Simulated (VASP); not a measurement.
The system is Ag.

```
CELL_PARAMETERS angstrom
0.00000 2.04275 2.04275
2.04275 0.00000 2.04275
2.04275 2.04275 0.00000
ATOMIC_POSITIONS crystal
Ag 0.00000 0.00000 0.00000
```

```yaml
Program: VASP 6.6.1
Task: relaxation of cell and atoms
Functional: RPBE
Dispersion: D3(BJ)
Potentials_or_basis: VASP PAW PBE potentials, release 64 (Ag)
Cutoff: 600 eV
k_mesh: 11 × 11 × 11
Occupations: fermi-dirac, width 0.05 eV
Spin: no spin polarisation
```

At the start: pressure -26.2 GPa; volume 17.05 Å³/atom.

Problem. How do energy, volume and symmetry change on relaxing?

Solution. Over 7 steps the energy falls by 285.8 meV/atom and the volume is 14.18 Å³/atom (-16.8 %); space group Fm-3m (No. 225, to 0.05 Å).

The path:
```
step  energy change (eV)  largest force (eV/Å)  pressure (GPa)  volume (Å³)
   1              0.0000                0.0000          -26.22        17.05
   2              0.5383                0.0000          108.32        11.05
   3             -0.2843                0.0000           -2.66        14.35
   4             -0.2856                0.0000           -1.01        14.24
   5             -0.2858                0.0000            0.09        14.17
   6             -0.2858                0.0000           -0.10        14.19
   7             -0.2858                0.0000            0.04        14.18
```

Final structure:
```xyz
1
Lattice="0.0000 1.9210 1.9210 1.9210 0.0000 1.9210 1.9210 1.9210 0.0000" Properties=species:S:1:pos:R:3 pbc="T T T"
Ag    0.0000    0.0000    0.0000
```

Caveat: the volume moved by over 15 % at a fixed basis, so the end points are rough; the PAW data sets were made with another functional, which shifts forces and pressure a little; the volume moved by -17 % from the deposited cell, more than functionals usually miss; pairwise dispersion overbinds metals, which lowers pressure and volume.
